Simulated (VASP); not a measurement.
MoS2: single point with PBE

The system is MoS2.

```
CELL_PARAMETERS angstrom
3.09647 0.00000 0.00000
-1.54824 2.68162 0.00000
0.00000 0.00000 12.04401
ATOMIC_POSITIONS crystal
Mo 0.33333 0.66667 0.25000
Mo 0.66667 0.33333 0.75000
S 0.33333 0.66667 0.62750
S 0.66667 0.33333 0.12750
S 0.33333 0.66667 0.87250
S 0.66667 0.33333 0.37250
```

```
Program             : VASP 6.6.1
Task                : single point
Functional          : PBE
Potentials or basis : VASP PAW PBE potentials, release 64 (Mo_sv, S)
Cutoff              : 520 eV
k mesh              : 10 × 10 × 3
Occupations         : fermi-dirac, width 0.03 eV
Spin                : no spin polarisation
```

The pressure is 21.0 GPa and the largest force is 2.453 eV/Å. The band gap on the k mesh is 0.89 eV (least direct gap 2.03 eV).

Forces on the atoms (eV/Å):
```
Mo   0.000  0.000  0.000
Mo   0.000  0.000  0.000
S    0.000  0.000 -2.453
S    0.000  0.000 -2.453
S    0.000  0.000  2.453
S    0.000  0.000  2.453
```

Stress tensor (GPa, compression positive):
```
18.28  0.00  0.00
 0.00 18.28  0.00
 0.00  0.00 26.34
```

Levels at points of the mesh, in eV from the valence-band top:
```
           k point  band 24  band 25  band 26  band 27  band 28  band 29
(0.00, 0.00, 0.00)    -1.39    -1.34     0.00     2.06     2.06     2.07
(0.50, 0.00, 0.00)    -1.97    -1.74    -1.60     1.48     1.53     2.02
```

It took 120 s on 1 thread of Intel Xeon 8259CL, on a shared host, peak memory 0.26 GiB.

Caveat: the cell stands under pressure; an odd mesh through Γ misses points on the zone boundary, where band edges can lie; this functional lacks dispersion, which binds the layers, so the pressure and a relaxed spacing across them are unreliable; forces of over 1 eV/Å act on the atoms, so gaps and moduli don't describe the material at rest.
